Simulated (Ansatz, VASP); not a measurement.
# NiO5: VASP beside Ansatz

```
Ni O
1.0
     1.75329   -4.94688    0.00000
     1.75329    4.94688    0.00000
     0.00000    0.00000    3.97019
Ni O
1 5
Direct
  0.50000 0.50000 0.00000
  0.67616 0.32384 0.34314
  0.32384 0.67616 0.34314
  0.32384 0.67616 0.65686
  0.67616 0.32384 0.65686
  0.00000 0.00000 0.00000
```

Alike in both runs: functional PBE; k mesh 10 × 10 × 8; occupations gaussian, width 0.1 eV; collinear spin.

Ansatz relaxed the structure, and its values are those at the end. VASP's run is a single point on that final structure, the one shown.

```csv
,VASP,Ansatz
version,VASP 6.6.1,Ansatz 0.2.0
potentials or method,"VASP PAW PBE potentials, release 64 (Ni, O), cutoff 520 eV","scalar-relativistic, plane waves, PAW"
valence electrons in the cell,40,48
```

```tsv
	VASP	Ansatz	Ansatz less VASP
gap on the k mesh at the Fermi level (eV)	none	none	-
pressure (GPa)	1.5	0.0	-1.51
rms of the force components (eV/Å)	0.400	0.000	-0.4000
net moment per atom (μB)	0.26	0.27	+0.005
size of the moment on the site where the two differ most (μB)	0.98	0.97	-0.013
```

Site moments also hang on the region over which each program counts them. A gap of «none» marks a metal or a gap that the smearing closes. The functional is the same, so the differences come from potentials, cutoffs and numerics. VASP's potentials hold 40 valence electrons a cell and Ansatz's 48, so a difference there can come from the potentials and not from the codes.

Noted on VASP's run: the standard files for N, O and F lose accuracy on very short bonds.
